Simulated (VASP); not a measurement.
GaN: electric field gradients with PBEsol

GaN:

```
Ga N
1.0
     0.00000    1.99250    2.01242
     1.99250    0.00000    2.01242
     1.99250    1.99250    0.00000
Ga N
1 1
Direct
  0.50000 0.50000 0.50000
  0.00000 0.00000 0.00000
```

This cell differs from its parent crystal: zz strain of +1 %.

* Program: VASP 6.6.1
* Task: electric field gradients
* Functional: PBEsol
* Potentials or basis: VASP PAW PBE potentials, release 64 (Ga_d, N)
* Cutoff: 520 eV
* k mesh: 10 × 10 × 10
* Occupations: fermi-dirac, width 0.02 eV
* Spin: no spin polarisation
* Dipole correction: no
* Further INCAR settings: ALGO = Normal; EDIFF = 1e-08; NBANDS = 16

| Quantity | Value |
| --- | --- |
| Pressure | 54.9 GPa |
| Band gap on the k mesh | 1.58 eV, indirect (least direct gap 5.01 eV) |

Stress tensor (GPa, compression positive):
```
56.46  0.00  0.00
 0.00 56.46  0.00
 0.00  0.00 51.77
```

Levels at points of the mesh, in eV from the valence-band top:
```csv
k point,band 7,band 8,band 9,band 10,band 11,band 12
"(0.00, 0.00, 0.00)",-0.80,-0.80,-0.71,4.30,15.56,15.64
"(0.50, 0.00, 0.00)",-9.19,-0.20,-0.13,5.30,9.83,10.06
"(0.50, 0.50, 0.00)",-8.66,-3.74,-3.74,1.71,7.95,13.50
"(0.50, 0.00, 0.50)",-8.62,-3.89,-3.74,1.58,7.82,13.61
```

Electric field gradients, principal values (V/Å²):
```
atom   least  middle  greatest (by size)
1 Ga  -5.024  -5.029              10.052
 2 N   0.110   0.110              -0.220
```

Wall time 54 s on 1 thread of Intel Xeon 8259CL, on a shared host, peak memory 0.16 GiB.

Caveat: the cell differs from its parent crystal (zz strain of +1 %); without QUAD_EFG the Cq values of the log hold for a quadrupole moment of 1 mb, not for the nuclei; the PAW data sets were made with another functional, which shifts forces and pressure a little. A k mesh can miss the band edges.
